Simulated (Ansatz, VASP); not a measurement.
# One calculation of Zr, two programs

INCAR

```
SYSTEM = Zr
ALGO = Normal
EDIFF = 1E-6
ENCUT = 520
GGA = CA
ISIF = 2
ISMEAR = -1
LASPH = .True.
LCHARG = .False.
LREAL = .False.
LWAVE = .False.
NBANDS = 12
NELM = 100
PREC = Accurate
SIGMA = 0.03
```

KPOINTS

```
k-points
0
Gamma
  16 16 16
  0 0 0
```

Contents of POSCAR:

```
Zr
1.0
   -1.8100000000      1.8100000000      1.8281000000
    1.8100000000     -1.8100000000      1.8281000000
    1.8100000000      1.8100000000     -1.8281000000
Zr
1
Direct
    0.0000000000      0.0000000000      0.0000000000
```

Input for Ansatz:

```yaml
crystal:
  lattice:
    - [-1.81, 1.81, 1.8281]
    - [1.81, -1.81, 1.8281]
    - [1.81, 1.81, -1.8281]
  atoms:
    - { symbol: Zr, position: [0.0, 0.0, 0.0] }
kpoints:
  mp_grid: { grid: [16, 16, 16] }
  band_path:
    path:
      - [0.0, 0.0, 0.0]
      - [0.0, 0.0, 0.5]
      - [0.25, 0.25, 0.25]
      - [0.0, 0.5, 0.0]
      - [0.0, 0.0, 0.0]
      - [0.5, 0.5, -0.5]
      - [0.4950740124, 0.5049259876, -0.4950740124]
      - [-0.4950740124, 0.4950740124, 0.4950740124]
      - [0.0, 0.0, 0.0]
    npoints: 5
scf:
  occupations: { method: fermi_dirac, width: 0.03 }
hamiltonian:
  xc: lda
  pseudopotentials: { kind: all_electron, lapw: { basis_error: 0.0005 } }
output:
  forces: true
  stress: true
  eigenvalues: true
```

Change from the starting cell: zz strain of +1 %.

Alike in both runs: task single point; functional LDA; k mesh 16 × 16 × 16; occupations fermi-dirac, width 0.03 eV; no spin polarisation.

```csv
,VASP,Ansatz
version,VASP 6.6.1,Ansatz 0.2.0
potentials or method,"VASP PAW LDA potentials, release 64 (Zr_sv), cutoff 520 eV","all-electron LAPW, scalar-relativistic"
```

|  | VASP | Ansatz | Ansatz less VASP |
| --- | --- | --- | --- |
| pressure (GPa) | -10.1 | -10.2 | -0.05 |
| traceless stress, the component that is largest in VASP (GPa) | 0.14 | 0.14 | +0.001 |

LDA's correlation is that of Perdew and Zunger in VASP and of Perdew and Wang (1992) in Ansatz. Ansatz ran all-electron here, and VASP with PAW potentials.
